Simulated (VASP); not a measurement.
# MnFeCl (P4/nmm) in VASP: a series of runs

Aim: see how the results for MnFeCl move with the level of theory and the settings. Levels: PBE+D3(BJ), LDA. Tasks: single point.

All numbers are computed with VASP 6.6.1; they aren't measurements. Logs are shortened: lines on timing, memory, paths and dates and some standing lists are left out, and cuts for length are marked.

## Step 1: The cell of the first run

It takes space group P4/nmm (No. 129, tetragonal). Conventional cell: a = 3.916 Å, b = 3.916 Å, c = 6.271 Å, α = 90.00°, β = 90.00°, γ = 90.00°. Within 3.3 Å of Fe (site symmetry -4m2) lie 4 Cl at 2.52 Å and 4 Fe at 2.77 Å and 4 Mn at 2.85 Å. Within 3.3 Å of Cl (site symmetry 4mm) lie 4 Fe at 2.52 Å and 5 Mn at 2.61 to 2.81 Å. Within 3.7 Å of Mn (site symmetry 4mm) lie 6 Cl at 2.61 to 3.66 Å and 4 Fe at 2.85 Å and 4 Mn at 3.50 Å.

## Step 2: Single point, PBE+D3(BJ)

INCAR reads:

```
SYSTEM = MnFeCl
ALGO = Normal
EDIFF = 1E-6
ENCUT = 600
GGA = PE
GGA_COMPAT = .FALSE.
ISIF = 2
ISMEAR = -1
IVDW = 12
LASPH = .TRUE.
LCHARG = .FALSE.
LREAL = .FALSE.
LWAVE = .FALSE.
NBANDS = 37
NELM = 120
PREC = Accurate
SIGMA = 0.1
```

KPOINTS reads:

```
k-points
0
G
  5 5 3
  0 0 0
```

POSCAR reads:

```
MnFeCl
1.0
    3.9156420000      0.0000000000      0.0000000000
    0.0000000000      3.9156420000      0.0000000000
    0.0000000000      0.0000000000      6.2713670000
Fe Cl Mn
2 2 2
Direct
    0.0000000000      0.0000000000      0.0000000000
    0.5000000000      0.5000000000      0.0000000000
    0.0000000000      0.5000000000      0.7460000000
    0.5000000000      0.0000000000      0.2540000000
    0.0000000000      0.5000000000      0.3293000000
    0.5000000000      0.0000000000      0.6707000000
```

Potentials or basis: VASP PAW PBE potentials, release 64 (Fe, Cl, Mn_pv).

Started as:

```console
cat potpaw_PBE.64/Fe/POTCAR potpaw_PBE.64/Cl/POTCAR potpaw_PBE.64/Mn_pv/POTCAR > POTCAR
mpirun -np 1 vasp_std > vasp.out
```

OUTCAR:

```text
SYSTEM = MnFeCl
   EDIFF = 1E-6
   ENCUT = 600
   GGA = PE
   ISIF = 2
   ISMEAR = -1
   IVDW = 12
   LASPH = .TRUE.
   LREAL = .FALSE.
   NELM = 120
   PREC = Accurate
 IVDW          = 12

 ion  position               nearest neighbor table
   1  0.000  0.000  0.000-   3 2.52   4 2.52   3 2.52   4 2.52   2 2.77   2 2.77   2 2.77   2 2.77
                             5 2.85   6 2.85   6 2.85   5 2.85
   2  0.500  0.500  0.000-   3 2.52   4 2.52   4 2.52   3 2.52   1 2.77   1 2.77   1 2.77   1 2.77
                             5 2.85   6 2.85   5 2.85   6 2.85
   3  0.000  0.500  0.746-   1 2.52   2 2.52   1 2.52   2 2.52   5 2.61   6 2.81   6 2.81   6 2.81
                             6 2.81
   4  0.500  0.000  0.254-   1 2.52   2 2.52   2 2.52   1 2.52   6 2.61   5 2.81   5 2.81   5 2.81
                             5 2.81
   5  0.000  0.500  0.329-   3 2.61   4 2.81   4 2.81   4 2.81   4 2.81   1 2.85   2 2.85   2 2.85
                             1 2.85
   6  0.500  0.000  0.671-   4 2.61   3 2.81   3 2.81   3 2.81   3 2.81   1 2.85   1 2.85   2 2.85
                             2 2.85

  LATTYP: Found a simple tetragonal cell.
 ALAT       =     3.9156420000
 C/A-ratio  =     1.6016190959

  Lattice vectors:

 A1 = (   3.9156420000,   0.0000000000,   0.0000000000)
 A2 = (   0.0000000000,   3.9156420000,   0.0000000000)
 A3 = (   0.0000000000,   0.0000000000,   6.2713670000)

Analysis of symmetry for initial positions (statically):
=====================================================================
 Subroutine PRICEL returns:
 Original cell was already a primitive cell.

 Routine SETGRP: Setting up the symmetry group for a
 simple tetragonal supercell.

 Subroutine GETGRP returns: Found 16 space group operations
 (whereof  8 operations were pure point group operations)
 out of a pool of 16 trial point group operations.

The static configuration has the point symmetry D_2d.
 The point group associated with its full space group is D_4h.

Analysis of symmetry for dynamics (positions and initial velocities):
=====================================================================
 Subroutine PRICEL returns:
 Original cell was already a primitive cell.

 Routine SETGRP: Setting up the symmetry group for a
 simple tetragonal supercell.

 Subroutine GETGRP returns: Found 16 space group operations
 (whereof  8 operations were pure point group operations)
 out of a pool of 16 trial point group operations.

The dynamic configuration has the point symmetry D_2d.
 The point group associated with its full space group is D_4h.

 Subroutine INISYM returns: Found 16 space group operations
 (whereof  8 operations are pure point group operations),
 and found     1 'primitive' translations

----------------------------------------------------------------------------------------

                                     Primitive cell

  volume of cell :      96.1542

  direct lattice vectors                    reciprocal lattice vectors
     3.915642000  0.000000000  0.000000000     0.255385962  0.000000000  0.000000000
     0.000000000  3.915642000  0.000000000     0.000000000  0.255385962  0.000000000
     0.000000000  0.000000000  6.271367000     0.000000000  0.000000000  0.159454868

  length of vectors
     3.915642000  3.915642000  6.271367000     0.255385962  0.255385962  0.159454868

  position of ions in fractional coordinates (direct lattice)
     0.000000000  0.000000000  0.000000000
     0.500000000  0.500000000  0.000000000
     0.000000000  0.500000000  0.746000000
     0.500000000  0.000000000  0.254000000
     0.000000000  0.500000000  0.329300000
     0.500000000  0.000000000  0.670700000

  ion indices of the primitive-cell ions
   primitive index   ion index
                 1           1
                 2           2
                 3           3
                 4           4
                 5           5
                 6           6

----------------------------------------------------------------------------------------

 KPOINTS: k-points

Automatic generation of k-mesh.
 Grid dimensions read from file:
 generate k-points for:    5    5    3

 Generating k-lattice:

  Cartesian coordinates                     Fractional coordinates (reciprocal lattice)
     0.051077192  0.000000000  0.000000000     0.200000000  0.000000000  0.000000000
     0.000000000  0.051077192  0.000000000     0.000000000  0.200000000  0.000000000
     0.000000000  0.000000000  0.053151623     0.000000000  0.000000000  0.333333333

  Length of vectors
     0.051077192  0.051077192  0.053151623

  Shift w.r.t. Gamma in fractional coordinates (k-lattice)
     0.000000000  0.000000000  0.000000000

 Subroutine IBZKPT returns following result:
 ===========================================

 Found     12 irreducible k-points:

 Following reciprocal coordinates:
            Coordinates               Weight
  0.000000  0.000000  0.000000      1.000000
  0.200000  0.000000  0.000000      4.000000
  0.400000  0.000000  0.000000      4.000000
  0.200000  0.200000  0.000000      4.000000
  0.400000  0.200000  0.000000      8.000000
  0.400000  0.400000  0.000000      4.000000
  0.000000  0.000000  0.333333      2.000000
  0.200000  0.000000  0.333333      8.000000
  0.400000  0.000000  0.333333      8.000000
  0.200000  0.200000  0.333333      8.000000
  0.400000  0.200000  0.333333     16.000000
  0.400000  0.400000  0.333333      8.000000
   k-points           NKPTS =     12   k-points in BZ     NKDIM =     12   number of bands    NBANDS=     37
   number of dos      NEDOS =    301   number of ions     NIONS =      6
   total plane-waves  NPLWV =  51200
   dimension x,y,z NGX =    32 NGY =   32 NGZ =   50
   dimension x,y,z NGXF=    64 NGYF=   64 NGZF=  100
   ions per type =               2   2   2
   NGX,Y,Z   is equivalent  to a cutoff of  13.59, 13.59, 13.25 a.u.
   NGXF,Y,Z  is equivalent  to a cutoff of  27.17, 27.17, 26.51 a.u.
 SYSTEM =  MnFeCl
   PREC   = accura    normal or accurate (medium, high low for compatibility)
   ISTART =      0    job   : 0-new  1-cont  2-samecut
   ICHARG =      2    charge: 1-file 2-atom 10-const
   ISPIN  =      1    spin polarized calculation?
   LNONCOLLINEAR =      F non collinear calculations
   LSORBIT =      F    spin-orbit coupling
   LASPH  =      T    aspherical Exc in radial PAW
   ENCUT  =  600.0 eV  44.10 Ry    6.64 a.u.   7.82  7.82 12.53*2*pi/ulx,y,z
   NELM   =    120;   NELMIN=  2; NELMDL= -5     # of ELM steps
   EDIFF  = 0.1E-05   stopping-criterion for ELM
   LREAL  =      F    real-space projection
   EDIFFG = 0.1E-04   stopping-criterion for IOM
   NSW    =      0    number of steps for IOM
   IBRION =     -1    ionic relax: 0-MD 1-quasi-New 2-CG
   NFREE  =      0    steps in history (QN), initial steepest desc. (CG)
   ISIF   =      2    stress and relaxation
   ISYM   =      2    0-nonsym 1-usesym 2-fastsym
   POTIM  = 0.5000    time-step for ionic-motion
   TEBEG  =    0.0;   TEEND  =   0.0 temperature during run
   PSTRESS=    0.0 pullay stress
   NELECT =      56.0000    total number of electrons
   NUPDOWN=      -1.0000    fix difference up-down
   EMIN   =  10.00;   EMAX   =-10.00  energy-range for DOS
   EFERMI =   0.00;   METHOD = LEGACY
   ISMEAR =    -1;   SIGMA  =   0.10  broadening in eV -4-tet -1-fermi 0-gaus
   EFERMI_NEDOS =   21; number of points for ismear=-14 and -15
   IALGO  =     38    algorithm
   IMIX   =      4    mixing-type and parameters
     AMIX     =   0.40;   BMIX     =  1.00
     AMIX_MAG =   1.60;   BMIX_MAG =  1.00
  volume/ion in A,a.u.               =      16.03       108.15
  Fermi-wavevector in a.u.,A,eV,Ry     =   1.367146  2.583531 25.430475  1.869087
  Thomas-Fermi vector in A             =   2.493224
   LORBIT       =      0    0 simple, 1 ext, 2 COOP (PROOUT), +10 PAW based schemes
   GGA     = PE    functional components
   LHFCALC =     F    Hartree Fock is set to
   AEXX    =    0.0000 exact exchange contribution
   IVDW    =    12    specifies the selected vdW correction
   LEPSILON=     F    determine dielectric tensor
   LRPA    =     F    only Hartree local field effects (RPA)
 non-spin polarized calculation
  energy-cutoff  :      600.00
  volume of cell :       96.15
 maximum number of plane-waves:      3221
 NGX is ok and might be reduce to    32
   NGX = 15   NGY = 15   NGZ = 25

 number of electron      55.9999995 magnetization

 Free energy of the ion-electron system (eV)
  ---------------------------------------------------
  ext. energy  EPLUGINS =         0.00000000
  ---------------------------------------------------
  free energy    TOTEN  =       -29.87959311 eV

  energy without entropy =      -29.24899456  energy(sigma->0) =      -29.56429383

 E-fermi :   6.2628     XC(G=0): -11.2160

 val. band max:        6.2530420837   @ k =   0.2000   0.2000   0.0000
 cond. band min:       6.2636897097   @ k =   0.4000   0.2000   0.3333
 fundamental gap:      0.0106476260
 Fermi energy:         6.2628024973

 k-point     1 :       0.0000    0.0000    0.0000
  band No.  band energies     occupation
      1     -41.4962      2.00000
      2     -41.4904      2.00000
      3     -41.4014      2.00000
      4     -41.4014      2.00000
      5     -41.3967      2.00000
      6     -41.3967      2.00000
[... 29 lines left out ...]
     36       8.0198      0.00000
     37      10.1025      0.00000

 k-point     2 :       0.2000    0.0000    0.0000
  band No.  band energies     occupation
      1     -41.4956      2.00000
      2     -41.4909      2.00000
      3     -41.4016      2.00000
      4     -41.4009      2.00000
      5     -41.3979      2.00000
      6     -41.3971      2.00000
[... 29 lines left out ...]
     36       8.2468      0.00000
     37      10.1605      0.00000
[... 358 lines left out ...]
     36       8.1822      0.00000
     37       9.3896      0.00000

 k-point    12 :       0.4000    0.4000    0.3333
  band No.  band energies     occupation
      1     -41.4933      2.00000
      2     -41.4928      2.00000
      3     -41.4036      2.00000
      4     -41.4032      2.00000
      5     -41.3983      2.00000
      6     -41.3978      2.00000
[... 29 lines left out ...]
     36       8.3077      0.00000
     37       9.9275      0.00000

------------------------ aborting loop because EDIFF is reached ----------------------------------------

 Edisp (eV)   -2.05394

 E8    (eV) :    -0.8551

  FORCE on cell =-STRESS in cart. coord.  units (eV):
  Direction    XX          YY          ZZ          XY          YZ          ZX
  --------------------------------------------------------------------------------------
  -------------------------------------------------------------------------------------
  Total     -11.65990   -11.65990   -17.77438     0.00000     0.00000     0.00000
  in kB    -194.28404  -194.28404  -296.16708     0.00000     0.00000     0.00000
  external pressure =     -228.25 kB  Pullay stress =        0.00 kB

 VOLUME and BASIS-vectors are now :
 -----------------------------------------------------------------------------
  energy-cutoff  :      600.00
  volume of cell :       96.15
      direct lattice vectors                 reciprocal lattice vectors
     3.915642000  0.000000000  0.000000000     0.255385962  0.000000000  0.000000000
     0.000000000  3.915642000  0.000000000     0.000000000  0.255385962  0.000000000
     0.000000000  0.000000000  6.271367000     0.000000000  0.000000000  0.159454868

 POSITION                                       TOTAL-FORCE (eV/Angst)
 -----------------------------------------------------------------------------------
      0.00000      0.00000      0.00000         0.000000     -0.000000      0.000000
      1.95782      1.95782      0.00000         0.000000      0.000000      0.000000
      0.00000      1.95782      4.67844         0.000000      0.000000     -0.540012
      1.95782      0.00000      1.59293         0.000000     -0.000000      0.540012
      0.00000      1.95782      2.06516        -0.000000      0.000000     -0.870027
      1.95782      0.00000      4.20621         0.000000      0.000000      0.870027
 -----------------------------------------------------------------------------------
    total drift:                                0.000000     -0.000000     -0.000000

  FREE ENERGIE OF THE ION-ELECTRON SYSTEM (eV)
  ---------------------------------------------------
  free  energy   TOTEN  =       -31.9335316180 eV

  energy  without entropy=      -31.3029330645  energy(sigma->0) =      -31.61823234
```

It took 1.9 min on 1 thread of Intel Xeon 8259CL, shared host; peak memory 0.24 GiB.

Results:

```
Free energy                : -31.9335 eV
Pressure                   : -22.8 GPa
Largest force              : 0.870 eV/Å
Band gap on the k mesh     : zero (bands 28 and 29 overlap by 0.20 eV)
Dispersion energy per atom : -0.342 eV
```

Forces in eV/Å, atoms in the order of the input:
```
Fe   0.000  0.000  0.000
Fe   0.000  0.000  0.000
Cl   0.000  0.000 -0.540
Cl   0.000  0.000  0.540
Mn   0.000  0.000 -0.870
Mn   0.000  0.000  0.870
```

Stress tensor (GPa, compression positive):
```
-19.43   0.00   0.00
  0.00 -19.43   0.00
  0.00   0.00 -29.62
```

Caveat: three body term missing; the stress differs along the axes, from -30 to -19 GPa; the run has no spin polarisation, though such a crystal can be magnetic.

## Step 3: Single point, LDA

INCAR reads:

```
SYSTEM = MnFeCl
  PREC = Accurate
  ENCUT = 600
  EDIFF = 1E-6
  ISMEAR = -1
  SIGMA = 0.005
  LREAL = .FALSE.
  LASPH = .TRUE.
  NELM = 120
  ALGO = Normal
  ISIF = 2
  LWAVE = .FALSE.
  LCHARG = .FALSE.
  GGA = CA
  NBANDS = 37
  GGA_COMPAT = .FALSE.
```

KPOINTS reads:

```
regular mesh
0
G
  5 5 3
  0 0 0
```

POSCAR is that of step 2.

Potentials or basis: VASP PAW LDA potentials, release 64 (Fe, Cl, Mn_pv).

Started as:

```console
cat potpaw_LDA.64/Fe/POTCAR potpaw_LDA.64/Cl/POTCAR potpaw_LDA.64/Mn_pv/POTCAR > POTCAR
mpirun -np 1 vasp_std > vasp.out
```

Wall time 1.8 min (1 thread of Intel Xeon 8259CL, shared host); peak memory 0.21 GiB.

It converged, with:

| Quantity | Value |
| --- | --- |
| Free energy | -34.4372 eV |
| Pressure | -28.7 GPa |
| Largest force | 0.972 eV/Å |
| Band gap on the k mesh | zero (bands 28 and 29 overlap by 0.22 eV) |

Forces on the atoms (eV/Å):
```
Fe   0.000  0.000  0.000
Fe   0.000  0.000  0.000
Cl   0.000  0.000 -0.208
Cl   0.000  0.000  0.208
Mn   0.000  0.000 -0.972
Mn   0.000  0.000  0.972
```

Stress tensor (GPa, compression positive):
```
-24.63   0.00   0.00
  0.00 -24.63   0.00
  0.00   0.00 -36.74
```

Levels at points of the mesh, in eV from the Fermi level:
```tsv
k point	band 25	band 26	band 27	band 28	band 29	band 30	band 31	band 32
(0.00, 0.00, 0.00)	-0.49	-0.31	-0.21	-0.21	-0.16	-0.06	0.06	0.13
```

Caveat: the stress differs along the axes, from -37 to -25 GPa; the run has no spin polarisation, though such a crystal can be magnetic. Spin polarisation is off, so any magnetic state and its effect on volume and gap are missing.
